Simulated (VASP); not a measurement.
Input of a VASP 6.6.1 run:

Contents of INCAR:

```
PREC = Accurate
ENCUT = 520
EDIFF = 1E-6
ISMEAR = 0
SIGMA = 0.1
LREAL = F
LASPH = T
NELM = 150
ALGO = Fast
ISIF = 2
LWAVE = F
LCHARG = T
ISPIN = 2
MAGMOM = -0.06 1.15 1.15 1.15
LORBIT = 11
NUPDOWN = 3.0
LMAXMIX = 4
GGA = PS
LELF = T
LVHAR = T
NBANDS = 27
```

KPOINTS

```
regular mesh
0
Gamma
  12 12 12
```

Contents of POSCAR:

```
AlCo3
1.0
    3.5749480000      0.0000000000      0.0000000000
    0.0000000000      3.5749480000      0.0000000000
    0.0000000000      0.0000000000      3.5749480000
Al Co
1 3
Direct
    0.0000000000      0.0000000000      0.0000000000
    0.5000000000      0.5000000000      0.0000000000
    0.5000000000      0.0000000000      0.5000000000
    0.0000000000      0.5000000000      0.5000000000
```

Potentials or basis: VASP PAW PBE potentials, release 64 (Al, Co).

Run with:

```sh
$ cat potpaw_PBE.64/Al/POTCAR potpaw_PBE.64/Co/POTCAR > POTCAR
$ mpirun -np 1 vasp_std > vasp.out
```

(1) Predict the pressure.

Answers

(1) -10.2 GPa.

Caveat: the cell stands under tension; the PAW data sets were made with another functional, which shifts forces and pressure a little; the total moment is fixed, so each spin has its own Fermi level.
